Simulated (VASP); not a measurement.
# TaWC2 (R-3m) in VASP: further runs, part 2 of 2

VASP 6.6.1. Earlier steps stand in the parts before.

### Step 4. Single point, r2SCAN

POSCAR

```
TaWC2
1.0
    1.5718551461      0.9075109917      5.1016196719
   -1.5718551461      0.9075109917      5.1016196719
    0.0000000000     -1.8150219835      5.1016196719
W Ta C
1 1 2
Direct
    0.0000000000      0.0000000000      0.0000000000
    0.5000000000      0.5000000000      0.5000000000
    0.2509330000      0.2509330000      0.2509330000
    0.7490670000      0.7490670000      0.7490670000
```

INCAR.step1

```
SYSTEM = TaWC2
PREC     = Accurate       ! precision mode
ENCUT    = 520            ! plane-wave cutoff, eV
ISMEAR   = -1             ! smearing method
SIGMA    = 0.05           ! smearing width, eV
LREAL    = .False.        ! projectors in reciprocal space
LASPH    = .True.         ! aspherical terms in the spheres
NELM     = 100            ! most SCF steps
NBANDS   = 24             ! bands
GGA      = PE             ! functional
ALGO     = Normal         ! electronic algorithm
EDIFF    = 1E-4           ! SCF threshold, eV
LWAVE    = .True.         ! write WAVECAR
LCHARG   = .False.        ! write CHGCAR
```

INCAR.step2

```
SYSTEM = TaWC2
PREC     = Accurate       ! precision mode
ENCUT    = 520            ! plane-wave cutoff, eV
EDIFF    = 1E-6           ! SCF threshold, eV
ISMEAR   = -1             ! smearing method
SIGMA    = 0.05           ! smearing width, eV
LREAL    = .False.        ! projectors in reciprocal space
LASPH    = .True.         ! aspherical terms in the spheres
NELM     = 100            ! most SCF steps
ALGO     = Normal         ! electronic algorithm
ISIF     = 2              ! what is computed and relaxed
LWAVE    = .False.        ! write WAVECAR
LCHARG   = .False.        ! write CHGCAR
METAGGA  = R2SCAN         ! meta-GGA
LMIXTAU  = .True.       
NBANDS   = 24             ! bands
ISTART   = 1
```

KPOINTS

```
regular mesh
0
Gamma
  10 10 10
  0 0 0
```

Potentials or basis: VASP PAW PBE potentials, release 64 (W_sv, Ta_pv, C).

Started as:

```bash
cat potpaw_PBE.64/W_sv/POTCAR potpaw_PBE.64/Ta_pv/POTCAR potpaw_PBE.64/C/POTCAR > POTCAR
cp INCAR.step1 INCAR
mpirun -np 1 vasp_std > vasp.out
cp INCAR.step2 INCAR
mpirun -np 1 vasp_std > vasp.out
```

OUTCAR:

```text
SYSTEM = TaWC2
   PREC = Accurate
   ENCUT = 520
   EDIFF = 1E-6
   ISMEAR = -1
   LREAL = .False.
   LASPH = .True.
   NELM = 100
   ISIF = 2
   METAGGA = R2SCAN
   ISTART = 1

 ion  position               nearest neighbor table
   1  0.000  0.000  0.000-   4 2.21   4 2.21   3 2.21   3 2.21   4 2.21   3 2.21   2 3.13   2 3.13
                             2 3.13   2 3.13   2 3.13   2 3.13
   2  0.500  0.500  0.500-   3 2.23   3 2.23   4 2.23   4 2.23   3 2.23   4 2.23   1 3.13   1 3.13
                             1 3.13   1 3.13   1 3.13   1 3.13
   3  0.251  0.251  0.251-   1 2.21   1 2.21   1 2.21   2 2.23   2 2.23   2 2.23
   4  0.749  0.749  0.749-   1 2.21   1 2.21   1 2.21   2 2.23   2 2.23   2 2.23

  LATTYP: Found a trigonal (rhomboedric) cell.
 ALAT       =     5.4148710120
 COS(alpha) =     0.8314693846

  Lattice vectors:

 A1 = (   1.5718551461,   0.9075109917,   5.1016196719)
 A2 = (  -1.5718551461,   0.9075109917,   5.1016196719)
 A3 = (   0.0000000000,  -1.8150219835,   5.1016196719)

Analysis of symmetry for initial positions (statically):
=====================================================================
 Subroutine PRICEL returns:
 Original cell was already a primitive cell.

 Routine SETGRP: Setting up the symmetry group for a
 trigonal (rhombohedral) supercell.

 Subroutine GETGRP returns: Found 12 space group operations
 (whereof 12 operations were pure point group operations)
 out of a pool of 12 trial point group operations.

The static configuration has the point symmetry D_3d.

Analysis of symmetry for dynamics (positions and initial velocities):
=====================================================================
 Subroutine PRICEL returns:
 Original cell was already a primitive cell.

 Routine SETGRP: Setting up the symmetry group for a
 trigonal (rhombohedral) supercell.

 Subroutine GETGRP returns: Found 12 space group operations
 (whereof 12 operations were pure point group operations)
 out of a pool of 12 trial point group operations.

The dynamic configuration has the point symmetry D_3d.

 Subroutine INISYM returns: Found 12 space group operations
 (whereof 12 operations are pure point group operations),
 and found     1 'primitive' translations

----------------------------------------------------------------------------------------

                                     Primitive cell

  volume of cell :      43.6640

  direct lattice vectors                    reciprocal lattice vectors
     1.571855146  0.907510992  5.101619672     0.318095469  0.183652505  0.065338727
    -1.571855146  0.907510992  5.101619672    -0.318095469  0.183652505  0.065338727
     0.000000000 -1.815021984  5.101619672     0.000000000 -0.367305009  0.065338727

  length of vectors
     5.414871012  5.414871012  5.414871012     0.373071198  0.373071198  0.373071198

  position of ions in fractional coordinates (direct lattice)
     0.000000000  0.000000000  0.000000000
     0.500000000  0.500000000  0.500000000
     0.250933000  0.250933000  0.250933000
     0.749067000  0.749067000  0.749067000

  ion indices of the primitive-cell ions
   primitive index   ion index
                 1           1
                 2           2
                 3           3
[... 24 lines left out ...]
 ===========================================

 Found    116 irreducible k-points:

 Following reciprocal coordinates:
            Coordinates               Weight
  0.000000  0.000000  0.000000      1.000000
  0.100000 -0.000000  0.000000      6.000000
  0.200000 -0.000000  0.000000      6.000000
  0.300000 -0.000000  0.000000      6.000000
  0.400000  0.000000  0.000000      6.000000
  0.500000 -0.000000  0.000000      3.000000
[... 16 lines left out ...]
  0.300000  0.300000  0.000000      6.000000
  0.400000  0.300000  0.000000     12.000000
 [... further k-points ...]
   k-points           NKPTS =    116   k-points in BZ     NKDIM =    116   number of bands    NBANDS=     24
   number of dos      NEDOS =    301   number of ions     NIONS =      4
   total plane-waves  NPLWV =  64000
   dimension x,y,z NGX =    40 NGY =   40 NGZ =   40
   dimension x,y,z NGXF=    80 NGYF=   80 NGZF=   80
   ions per type =               1   1   2
   NGX,Y,Z   is equivalent  to a cutoff of  12.28, 12.28, 12.28 a.u.
   NGXF,Y,Z  is equivalent  to a cutoff of  24.56, 24.56, 24.56 a.u.
 SYSTEM =  TaWC2
   PREC   = accura    normal or accurate (medium, high low for compatibility)
   ISTART =      1    job   : 0-new  1-cont  2-samecut
   ICHARG =      0    charge: 1-file 2-atom 10-const
   ISPIN  =      1    spin polarized calculation?
   LNONCOLLINEAR =      F non collinear calculations
   LSORBIT =      F    spin-orbit coupling
   LASPH  =      T    aspherical Exc in radial PAW
   ENCUT  =  520.0 eV  38.22 Ry    6.18 a.u.  10.07 10.07 10.07*2*pi/ulx,y,z
   NELM   =    100;   NELMIN=  2; NELMDL=  0     # of ELM steps
   EDIFF  = 0.1E-05   stopping-criterion for ELM
   LREAL  =      F    real-space projection
   EDIFFG = 0.1E-04   stopping-criterion for IOM
   NSW    =      0    number of steps for IOM
   IBRION =     -1    ionic relax: 0-MD 1-quasi-New 2-CG
   NFREE  =      0    steps in history (QN), initial steepest desc. (CG)
   ISIF   =      2    stress and relaxation
   ISYM   =      2    0-nonsym 1-usesym 2-fastsym
   POTIM  = 0.5000    time-step for ionic-motion
   TEBEG  =    0.0;   TEEND  =   0.0 temperature during run
   PSTRESS=    0.0 pullay stress
   NELECT =      33.0000    total number of electrons
   NUPDOWN=      -1.0000    fix difference up-down
   EMIN   =  10.00;   EMAX   =-10.00  energy-range for DOS
   EFERMI =   0.00;   METHOD = LEGACY
   ISMEAR =    -1;   SIGMA  =   0.05  broadening in eV -4-tet -1-fermi 0-gaus
   EFERMI_NEDOS =   21; number of points for ismear=-14 and -15
   IALGO  =     38    algorithm
   IMIX   =      4    mixing-type and parameters
     AMIX     =   0.40;   BMIX     =  1.00
     AMIX_MAG =   1.60;   BMIX_MAG =  1.00
  volume/ion in A,a.u.               =      10.92        73.66
  Fermi-wavevector in a.u.,A,eV,Ry     =   1.491208  2.817975 30.255294  2.223701
  Thomas-Fermi vector in A             =   2.603892
   LORBIT       =      0    0 simple, 1 ext, 2 COOP (PROOUT), +10 PAW based schemes
   METAGGA = R2SCAN    functional components
   LHFCALC =     F    Hartree Fock is set to
   AEXX    =    0.0000 exact exchange contribution
   IVDW    =     0    specifies the selected vdW correction
   LEPSILON=     F    determine dielectric tensor
   LRPA    =     F    only Hartree local field effects (RPA)
 non-spin polarized calculation
  energy-cutoff  :      520.00
  volume of cell :       43.66
 maximum number of plane-waves:      1190
   NGX = 21   NGY = 21   NGZ = 21

 number of electron      33.0000000 magnetization

 Free energy of the ion-electron system (eV)
  ---------------------------------------------------
  ext. energy  EPLUGINS =         0.00000000
  ---------------------------------------------------
  free energy    TOTEN  =      -120.53729076 eV

  energy without entropy =     -120.52321473  energy(sigma->0) =     -120.53025274

 E-fermi :  10.3085     XC(G=0): -14.4749

 val. band max:       10.3028097039   @ k =  -0.2000   0.2000   0.2000
 cond. band min:      10.3293175268   @ k =  -0.1000   0.5000   0.1000
 fundamental gap:      0.0265078229
 Fermi energy:        10.3085293830

 k-point     1 :       0.0000    0.0000    0.0000
  band No.  band energies     occupation
      1     -67.0530      2.00000
      2     -30.6767      2.00000
      3     -30.4704      2.00000
      4     -30.4704      2.00000
      5     -26.7938      2.00000
      6     -26.4190      2.00000
[... 637 lines left out ...]
     23      16.4776      0.00000
     24      17.1543      0.00000

 [... further k-points ...]

------------------------ aborting loop because EDIFF is reached ----------------------------------------

  FORCE on cell =-STRESS in cart. coord.  units (eV):
  Direction    XX          YY          ZZ          XY          YZ          ZX
  --------------------------------------------------------------------------------------
  -------------------------------------------------------------------------------------
  Total       -1.2491314     -1.2491314     -1.2631139      0.0000000      0.0000000      0.0000000
  in kB      -45.8347587    -45.8347587    -46.3478226      0.0000000      0.0000000      0.0000000
  external PRESSURE =     -46.0057800 kB  Pullay stress =       0.0000000 kB

 VOLUME and BASIS-vectors are now :
 -----------------------------------------------------------------------------
  energy-cutoff  :      520.00
  volume of cell :       43.66
      direct lattice vectors                 reciprocal lattice vectors
     1.571855146  0.907510992  5.101619672     0.318095469  0.183652505  0.065338727
    -1.571855146  0.907510992  5.101619672    -0.318095469  0.183652505  0.065338727
     0.000000000 -1.815021984  5.101619672     0.000000000 -0.367305009  0.065338727

 POSITION                                       TOTAL-FORCE (eV/Angst)
 -----------------------------------------------------------------------------------
      0.00000      0.00000      0.00000         0.000000      0.000000      0.000000
      0.00000     -0.00000      7.65243         0.000000      0.000000      0.000000
      0.00000     -0.00000      3.84049         0.000000     -0.000000      0.003222
      0.00000     -0.00000     11.46436         0.000000      0.000000     -0.003222
 -----------------------------------------------------------------------------------
    total drift:                                0.000000      0.000000      0.000000

  FREE ENERGIE OF THE ION-ELECTRON SYSTEM (eV)
  ---------------------------------------------------
  free  energy   TOTEN  =      -120.5372907569 eV

  energy  without entropy=     -120.5232147330  energy(sigma->0) =     -120.53025274
```

Wall time 9.5 min (1 thread of AMD EPYC 9R45 (Zen 5), shared host); peak memory 0.32 GiB.

Results:

```yaml
Free_energy: -120.5373 eV
Pressure: -4.6 GPa
Largest_force: 0.003 eV/Å
Band_gap_on_the_k_mesh: zero (an odd number of electrons rules out a gap without spin polarisation)
```

Forces in eV/Å, atoms in the order of the input:
```
W    0.000  0.000  0.000
Ta   0.000  0.000  0.000
C    0.000  0.000  0.003
C    0.000  0.000 -0.003
```

Levels at points of the mesh, in eV from the Fermi level:
| k point | band 15 | band 16 | band 17 | band 18 | band 19 | band 20 |
| --- | --- | --- | --- | --- | --- | --- |
| (0.00, 0.00, 0.00) | -2.11 | -0.94 | -0.94 | -0.88 | -0.29 | -0.29 |
| (0.50, 0.00, 0.00) | -4.76 | -1.36 | -0.71 | 1.50 | 2.25 | 3.19 |
| (0.50, 0.50, 0.00) | -2.42 | -2.36 | 1.26 | 1.70 | 1.78 | 2.66 |
| (0.50, 0.50, 0.50) | -4.65 | -1.01 | -1.01 | 0.23 | 0.23 | 0.23 |

Caveat: the cell stands under tension; the PAW data sets were made with another functional, which shifts forces and pressure a little; spin-orbit coupling is left out, which moves the levels of the heavy elements; an odd number of electrons without spin polarisation forces a metal; a magnetic or distorted state may lie lower.

### Step 5. The runs side by side

| level | potentials or basis | cell | cutoff (eV) | gap on the mesh (eV) | pressure (GPa) | largest force (eV/Å) |
| --- | --- | --- | --- | --- | --- | --- |
| LDA | VASP PAW LDA potentials, release 64 (W_sv, Ta_sv_GW, C) | a = 5.415 Å, angles 33.8°, 4 atoms | 700 | none | -15.3 | 0.06 |
| r2SCAN | VASP PAW PBE potentials, release 64 (W_sv, Ta_pv, C) | a = 5.379 Å, angles 33.8°, 4 atoms | 520 | none | 2.6 | 0.01 |
| r2SCAN | VASP PAW PBE potentials, release 64 (W_sv, Ta_pv, C) | a = 5.415 Å, angles 33.8°, 4 atoms | 520 | none | -4.6 | - |

Alike in all rows: task single point; no spin polarisation; k mesh 10 × 10 × 10; smearing fermi-dirac 0.05 eV.

Caveats: spin-orbit coupling is left out, which moves the levels of the heavy elements; an odd number of electrons without spin polarisation forces a metal; a magnetic or distorted state may lie lower; the cell stands under tension (at least some runs); the PAW data sets were made with another functional, which shifts forces and pressure a little (at least some runs).

Total energies depend on the potentials used, so only differences within one code and one set of settings carry meaning.

The gap in the log of VASP goes by the Fermi energy; the results here count the filled bands.